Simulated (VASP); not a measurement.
# Sn3As (Pm-3m) in VASP: notebook

Sn3As is run at these levels: PBE; tasks: single point, relaxation of cell and atoms.

Program: VASP 6.6.1. These are calculated values, not measurements. Logs are shortened: lines on timing, memory, paths and dates and some standing lists are left out, and cuts for length are marked.

**1. The cell of the first run**

Symmetry: Pm-3m, No. 221, cubic system. Conventional cell: a = 4.676 Å, b = 4.676 Å, c = 4.676 Å, α = 90.00°, β = 90.00°, γ = 90.00°. Sn (site symmetry 4/mmm) has 8 Sn at 3.31 Å and 4 As at 3.31 Å within 4.3 Å. As (site symmetry m-3m) has 12 Sn at 3.31 Å within 4.3 Å.

The cell was built from a structure type or drawn by symmetry, and may not be a known phase.

**2. Single point, PBE**

INCAR

```
SYSTEM = Sn3As
PREC = Accurate
ENCUT = 520
EDIFF = 1E-6
ISMEAR = 0
SIGMA = 0.1
LREAL = .FALSE.
LASPH = .TRUE.
NELM = 100
ALGO = Normal
ISIF = 2
LWAVE = .FALSE.
LCHARG = .FALSE.
GGA = PE
NBANDS = 32
```

KPOINTS

```
regular mesh
0
G
  4 4 4
  0 0 0
```

POSCAR

```
Sn3As
1.0
    4.6763348327      0.0000000000      0.0000000000
    0.0000000000      4.6763348327      0.0000000000
    0.0000000000      0.0000000000      4.6763348327
Sn As
3 1
Direct
    0.5000000000      0.0000000000      0.5000000000
    0.0000000000      0.5000000000      0.5000000000
    0.5000000000      0.5000000000      0.0000000000
    0.0000000000      0.0000000000      0.0000000000
```

Potentials or basis: VASP PAW PBE potentials, release 64 (Sn_d, As).

Command:

```console
cat potpaw_PBE.64/Sn_d/POTCAR potpaw_PBE.64/As/POTCAR > POTCAR
mpirun -np 1 vasp_std > vasp.out
```

OUTCAR:

```text
SYSTEM = Sn3As
   PREC = Accurate
   ENCUT = 520
   EDIFF = 1E-6
   ISMEAR = 0
   LREAL = .FALSE.
   LASPH = .TRUE.
   NELM = 100
   ISIF = 2
   GGA = PE

 ion  position               nearest neighbor table
   1  0.500  0.000  0.500-   2 3.31   3 3.31   4 3.31   3 3.31   4 3.31   2 3.31   3 3.31   3 3.31
                             2 3.31   4 3.31   4 3.31   2 3.31
   2  0.000  0.500  0.500-   1 3.31   3 3.31   4 3.31   3 3.31   4 3.31   1 3.31   4 3.31   4 3.31
                             1 3.31   3 3.31   3 3.31   1 3.31
   3  0.500  0.500  0.000-   1 3.31   2 3.31   4 3.31   1 3.31   2 3.31   1 3.31   4 3.31   1 3.31
                             2 3.31   4 3.31   2 3.31   4 3.31
   4  0.000  0.000  0.000-   1 3.31   2 3.31   3 3.31   1 3.31   2 3.31   2 3.31   3 3.31   2 3.31
                             1 3.31   3 3.31   1 3.31   3 3.31

  LATTYP: Found a simple cubic cell.
 ALAT       =     4.6763348327

  Lattice vectors:

 A1 = (   4.6763348327,   0.0000000000,   0.0000000000)
 A2 = (   0.0000000000,   4.6763348327,   0.0000000000)
 A3 = (   0.0000000000,   0.0000000000,   4.6763348327)

Analysis of symmetry for initial positions (statically):
=====================================================================
 Subroutine PRICEL returns:
 Original cell was already a primitive cell.

 Routine SETGRP: Setting up the symmetry group for a
 simple cubic supercell.

 Subroutine GETGRP returns: Found 48 space group operations
 (whereof 48 operations were pure point group operations)
 out of a pool of 48 trial point group operations.

The static configuration has the point symmetry O_h .

Analysis of symmetry for dynamics (positions and initial velocities):
=====================================================================
 Subroutine PRICEL returns:
 Original cell was already a primitive cell.

 Routine SETGRP: Setting up the symmetry group for a
 simple cubic supercell.

 Subroutine GETGRP returns: Found 48 space group operations
 (whereof 48 operations were pure point group operations)
 out of a pool of 48 trial point group operations.

The dynamic configuration has the point symmetry O_h .

 Subroutine INISYM returns: Found 48 space group operations
 (whereof 48 operations are pure point group operations),
 and found     1 'primitive' translations

----------------------------------------------------------------------------------------

                                     Primitive cell

  volume of cell :     102.2626

  direct lattice vectors                    reciprocal lattice vectors
     4.676334833  0.000000000  0.000000000     0.213842686  0.000000000  0.000000000
[... 80 lines left out ...]
   NFREE  =      0    steps in history (QN), initial steepest desc. (CG)
   ISIF   =      2    stress and relaxation
   ISYM   =      2    0-nonsym 1-usesym 2-fastsym
   POTIM  = 0.5000    time-step for ionic-motion
   TEBEG  =    0.0;   TEEND  =   0.0 temperature during run
   PSTRESS=    0.0 pullay stress
   NELECT =      47.0000    total number of electrons
   NUPDOWN=      -1.0000    fix difference up-down
   EMIN   =  10.00;   EMAX   =-10.00  energy-range for DOS
   EFERMI =   0.00;   METHOD = LEGACY
   ISMEAR =     0;   SIGMA  =   0.10  broadening in eV -4-tet -1-fermi 0-gaus
   EFERMI_NEDOS =   21; number of points for ismear=-14 and -15
   IALGO  =     38    algorithm
   IMIX   =      4    mixing-type and parameters
     AMIX     =   0.40;   BMIX     =  1.00
     AMIX_MAG =   1.60;   BMIX_MAG =  1.00
  volume/ion in A,a.u.               =      25.57       172.53
  Fermi-wavevector in a.u.,A,eV,Ry     =   1.263383  2.387449 21.716772  1.596138
  Thomas-Fermi vector in A             =   2.396743
   LORBIT       =      0    0 simple, 1 ext, 2 COOP (PROOUT), +10 PAW based schemes
   GGA     = PE    functional components
   LHFCALC =     F    Hartree Fock is set to
   AEXX    =    0.0000 exact exchange contribution
   IVDW    =     0    specifies the selected vdW correction
   LEPSILON=     F    determine dielectric tensor
   LRPA    =     F    only Hartree local field effects (RPA)
 non-spin polarized calculation
 Gauss-broadening in eV      SIGMA  =   0.10
  energy-cutoff  :      520.00
  volume of cell :      102.26
 maximum number of plane-waves:      2800
 NGX is ok and might be reduce to    36
   NGX = 17   NGY = 17   NGZ = 17

 number of electron      46.9999949 magnetization

 Free energy of the ion-electron system (eV)
  ---------------------------------------------------
  ext. energy  EPLUGINS =         0.00000000
  ---------------------------------------------------
  free energy    TOTEN  =       -15.63615857 eV

  energy without entropy =      -15.62251008  energy(sigma->0) =      -15.62933433

 E-fermi :   7.6857     XC(G=0): -10.3644

 val. band max:        7.5995327422   @ k =   0.2500   0.0000   0.0000
 cond. band min:       7.7435722220   @ k =   0.5000   0.5000   0.0000
 fundamental gap:      0.1440394798
 Fermi energy:         7.6856735092

 k-point     1 :       0.0000    0.0000    0.0000
  band No.  band energies     occupation
      1     -14.1215      2.00000
      2     -14.1215      2.00000
      3     -14.1215      2.00000
      4     -14.0738      2.00000
      5     -14.0733      2.00000
      6     -14.0733      2.00000
[... 339 lines left out ...]
     31      14.0850      0.00000
     32      15.7846      0.00000

------------------------ aborting loop because EDIFF is reached ----------------------------------------

  FORCE on cell =-STRESS in cart. coord.  units (eV):
  Direction    XX          YY          ZZ          XY          YZ          ZX
  --------------------------------------------------------------------------------------
  -------------------------------------------------------------------------------------
  Total        0.0228976      0.0228976      0.0228976      0.0000000      0.0000000      0.0000000
  in kB        0.3587427      0.3587427      0.3587427      0.0000000      0.0000000      0.0000000
  external PRESSURE =       0.3587427 kB  Pullay stress =       0.0000000 kB

 VOLUME and BASIS-vectors are now :
 -----------------------------------------------------------------------------
  energy-cutoff  :      520.00
  volume of cell :      102.26
      direct lattice vectors                 reciprocal lattice vectors
     4.676334833  0.000000000  0.000000000     0.213842686  0.000000000  0.000000000
     0.000000000  4.676334833  0.000000000     0.000000000  0.213842686  0.000000000
     0.000000000  0.000000000  4.676334833     0.000000000  0.000000000  0.213842686

 POSITION                                       TOTAL-FORCE (eV/Angst)
 -----------------------------------------------------------------------------------
      2.33817      0.00000      2.33817         0.000000      0.000000      0.000000
      0.00000      2.33817      2.33817         0.000000      0.000000      0.000000
      2.33817      2.33817      0.00000         0.000000      0.000000      0.000000
      0.00000      0.00000      0.00000         0.000000      0.000000      0.000000
 -----------------------------------------------------------------------------------
    total drift:                                0.000000      0.000000      0.000000

  FREE ENERGIE OF THE ION-ELECTRON SYSTEM (eV)
  ---------------------------------------------------
  free  energy   TOTEN  =       -15.6361585730 eV

  energy  without entropy=      -15.6225100773  energy(sigma->0) =      -15.62933433
```

stdout:

```text
POSCAR found type information on POSCAR SnAs
 POSCAR found :  2 types and       4 ions
 scaLAPACK will be used
 LDA part: xc-table for (Slater+PW92), standard interpolation
 POSCAR, INCAR and KPOINTS ok, starting setup
 FFT: planning ... GRIDC
 FFT: planning ... GRID_SOFT
 FFT: planning ... GRID
 WAVECAR not read
 entering main loop
```

Wall time 15 s (1 thread of AMD EPYC 9R45 (Zen 5), shared host); peak memory 0.17 GiB.

What came out:

```yaml
Free_energy: -15.6362 eV
Pressure: 0.0 GPa
Band_gap_on_the_k_mesh: zero (an odd number of electrons rules out a gap without spin polarisation)
```

Caveat: spin-orbit coupling is left out, which moves the levels of the heavy elements.

**3. Single point, PBE**

This run uses another cell than the first one, of 25.87 Å³/atom.

INCAR

```
SYSTEM = Sn3As
ALGO = Fast
EDIFF = 1E-6
ENCUT = 520
GGA = PE
ISIF = 2
ISMEAR = 0
LASPH = .True.
LCHARG = .False.
LREAL = .False.
LWAVE = .False.
NBANDS = 32
NELM = 100
PREC = Accurate
SIGMA = 0.1
```

KPOINTS

```
k-points
0
Gamma
  10 10 10
  0 0 0
```

POSCAR

```
Sn3As
1.0
    4.6945595086      0.0000000000      0.0000000000
    0.0000000000      4.6945595086      0.0000000000
    0.0000000000      0.0000000000      4.6945595086
Sn As
3 1
Direct
    0.5000000000      0.0000000000      0.5000000000
    0.0000000000      0.5000000000      0.5000000000
    0.5000000000      0.5000000000      0.0000000000
    0.0000000000      0.0000000000      0.0000000000
```

Potentials or basis: VASP PAW PBE potentials, release 64 (Sn_d, As).

Command:

```console
cat potpaw_PBE.64/Sn_d/POTCAR potpaw_PBE.64/As/POTCAR > POTCAR
mpirun -np 1 vasp_std > vasp.out
```

OUTCAR:

```text
SYSTEM = Sn3As
   EDIFF = 1E-6
   ENCUT = 520
   GGA = PE
   ISIF = 2
   ISMEAR = 0
   LASPH = .True.
   LREAL = .False.
   NELM = 100
   PREC = Accurate

 ion  position               nearest neighbor table
   1  0.500  0.000  0.500-   2 3.32   3 3.32   4 3.32   3 3.32   4 3.32   2 3.32   3 3.32   3 3.32
                             2 3.32   4 3.32   4 3.32   2 3.32
   2  0.000  0.500  0.500-   1 3.32   3 3.32   4 3.32   3 3.32   4 3.32   1 3.32   4 3.32   4 3.32
                             1 3.32   3 3.32   3 3.32   1 3.32
   3  0.500  0.500  0.000-   1 3.32   2 3.32   4 3.32   1 3.32   2 3.32   1 3.32   4 3.32   1 3.32
                             2 3.32   4 3.32   2 3.32   4 3.32
   4  0.000  0.000  0.000-   1 3.32   2 3.32   3 3.32   1 3.32   2 3.32   2 3.32   3 3.32   2 3.32
                             1 3.32   3 3.32   1 3.32   3 3.32

  LATTYP: Found a simple cubic cell.
 ALAT       =     4.6945595086

  Lattice vectors:

 A1 = (   4.6945595086,   0.0000000000,   0.0000000000)
 A2 = (   0.0000000000,   4.6945595086,   0.0000000000)
 A3 = (   0.0000000000,   0.0000000000,   4.6945595086)

Analysis of symmetry for initial positions (statically):
=====================================================================
 Subroutine PRICEL returns:
 Original cell was already a primitive cell.

 Routine SETGRP: Setting up the symmetry group for a
 simple cubic supercell.

 Subroutine GETGRP returns: Found 48 space group operations
 (whereof 48 operations were pure point group operations)
 out of a pool of 48 trial point group operations.

The static configuration has the point symmetry O_h .

Analysis of symmetry for dynamics (positions and initial velocities):
=====================================================================
 Subroutine PRICEL returns:
 Original cell was already a primitive cell.

 Routine SETGRP: Setting up the symmetry group for a
 simple cubic supercell.

 Subroutine GETGRP returns: Found 48 space group operations
[... 127 lines left out ...]
     AMIX_MAG =   1.60;   BMIX_MAG =  1.00
  volume/ion in A,a.u.               =      25.87       174.55
  Fermi-wavevector in a.u.,A,eV,Ry     =   1.258479  2.378180 21.548487  1.583769
  Thomas-Fermi vector in A             =   2.392086
   LORBIT       =      0    0 simple, 1 ext, 2 COOP (PROOUT), +10 PAW based schemes
   GGA     = PE    functional components
   LHFCALC =     F    Hartree Fock is set to
   AEXX    =    0.0000 exact exchange contribution
   IVDW    =     0    specifies the selected vdW correction
   LEPSILON=     F    determine dielectric tensor
   LRPA    =     F    only Hartree local field effects (RPA)
 non-spin polarized calculation
 RMM-DIIS sequential band-by-band and
 Gauss-broadening in eV      SIGMA  =   0.10
  energy-cutoff  :      520.00
  volume of cell :      103.46
 maximum number of plane-waves:      2806
 NGX is ok and might be reduce to    36
   NGX = 17   NGY = 17   NGZ = 17

 number of electron      46.9999951 magnetization

 Free energy of the ion-electron system (eV)
  ---------------------------------------------------
  ext. energy  EPLUGINS =         0.00000000
  ---------------------------------------------------
  free energy    TOTEN  =       -15.65199844 eV

  energy without entropy =      -15.64217057  energy(sigma->0) =      -15.64708450

 E-fermi :   7.5217     XC(G=0): -10.3090

 val. band max:        7.5156340892   @ k =   0.3000   0.0000   0.0000
 cond. band min:       7.5616621640   @ k =   0.4000   0.0000   0.0000
 fundamental gap:      0.0460280747
 Fermi energy:         7.5217336827

 k-point     1 :       0.0000    0.0000    0.0000
  band No.  band energies     occupation
      1     -14.2467      2.00000
      2     -14.2467      2.00000
      3     -14.2467      2.00000
      4     -14.2103      2.00000
      5     -14.1817      2.00000
      6     -14.1817      2.00000
[... 829 lines left out ...]
     31      13.3741      0.00000
     32      13.7529      0.00000

 [... further k-points ...]

------------------------ aborting loop because EDIFF is reached ----------------------------------------

  FORCE on cell =-STRESS in cart. coord.  units (eV):
  Direction    XX          YY          ZZ          XY          YZ          ZX
  --------------------------------------------------------------------------------------
  -------------------------------------------------------------------------------------
  Total       -0.0084728     -0.0084728     -0.0084728      0.0000000     -0.0000000      0.0000000
  in kB       -0.1312063     -0.1312063     -0.1312063      0.0000000     -0.0000000      0.0000000
  external PRESSURE =      -0.1312063 kB  Pullay stress =       0.0000000 kB

 VOLUME and BASIS-vectors are now :
 -----------------------------------------------------------------------------
  energy-cutoff  :      520.00
  volume of cell :      103.46
      direct lattice vectors                 reciprocal lattice vectors
     4.694559509  0.000000000  0.000000000     0.213012530  0.000000000  0.000000000
     0.000000000  4.694559509  0.000000000     0.000000000  0.213012530  0.000000000
     0.000000000  0.000000000  4.694559509     0.000000000  0.000000000  0.213012530

 POSITION                                       TOTAL-FORCE (eV/Angst)
 -----------------------------------------------------------------------------------
      2.34728      0.00000      2.34728         0.000000      0.000000      0.000000
      0.00000      2.34728      2.34728         0.000000      0.000000      0.000000
      2.34728      2.34728      0.00000         0.000000      0.000000      0.000000
      0.00000      0.00000      0.00000         0.000000      0.000000      0.000000
 -----------------------------------------------------------------------------------
    total drift:                                0.000000      0.000000      0.000000

  FREE ENERGIE OF THE ION-ELECTRON SYSTEM (eV)
  ---------------------------------------------------
  free  energy   TOTEN  =       -15.6519984356 eV

  energy  without entropy=      -15.6421705659  energy(sigma->0) =      -15.64708450
```

stdout:

```text
POSCAR found type information on POSCAR SnAs
 POSCAR found :  2 types and       4 ions
 scaLAPACK will be used
 LDA part: xc-table for (Slater+PW92), standard interpolation
 POSCAR, INCAR and KPOINTS ok, starting setup
 FFT: planning ... GRIDC
 FFT: planning ... GRID_SOFT
 FFT: planning ... GRID
 WAVECAR not read
 entering main loop
WARNING in EDDRMM: call to ZHEGV failed, returncode =   8  4     30
WARNING in EDDRMM: call to ZHEGV failed, returncode =   6  3     31
```

Run time: 78 s. Hardware: 1 thread of AMD EPYC 9R45 (Zen 5), shared host; peak memory 0.27 GiB.

What came out:

- Free energy: -15.6520 eV
- Pressure: 0.0 GPa
- Band gap on the k mesh: zero (an odd number of electrons rules out a gap without spin polarisation)

Caveat: spin-orbit coupling is left out, which moves the levels of the heavy elements.

(Continued in part 2 of 2.)
